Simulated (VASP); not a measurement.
GaAs: single point with PBE

The system is GaAs.

```
Ga As
1.0
    -1.90506    1.90506    2.69639
     1.90506   -1.90506    2.69639
     1.90506    1.90506   -2.69639
Ga As
1 1
Direct
  0.00000 0.00000 0.00000
  0.50000 0.50000 0.00000
```

```json
{"Program": "VASP 6.6.1", "Task": "single point", "Functional": "PBE", "Potentials or basis": "VASP PAW PBE potentials, release 64 (Ga_d, As)", "Cutoff": "520 eV", "k mesh": "6 × 6 × 6", "Occupations": "gaussian, width 0.1 eV", "Spin": "no spin polarisation", "Dipole correction": "no", "Further INCAR settings": "ALGO = Normal; EDIFF = 1e-06; NBANDS = 16"}
```

```
Pressure               : 0.2 GPa
Band gap on the k mesh : zero (band 9 reaches 5.88 eV, above the bottom of band 10 at 2.73 eV)
```

Levels at points of the mesh, in eV from the Fermi level:
| k point | band 6 | band 7 | band 8 | band 9 | band 10 | band 11 | band 12 | band 13 |
| --- | --- | --- | --- | --- | --- | --- | --- | --- |
| (0.00, 0.00, 0.00) | -13.19 | -0.23 | -0.05 | -0.05 | -0.04 | 7.20 | 7.21 | 7.21 |
| (0.50, 0.00, 0.00) | -10.91 | -7.69 | 0.15 | 0.16 | 2.56 | 2.84 | 2.85 | 4.09 |
| (0.50, 0.50, 0.00) | -10.06 | -5.56 | -3.75 | -2.63 | -2.61 | 3.51 | 9.88 | 9.91 |
| (0.50, 0.50, 0.50) | -10.07 | -5.56 | -3.74 | -2.62 | -2.62 | 3.52 | 9.90 | 9.90 |

Run time: 8.6 s on 1 thread of AMD EPYC 9R45 96-Core Processor (Zen 5) (shared host), peak memory 0.13 GiB.

Caveat: the k points lie up to 0.39 Å⁻¹ apart.
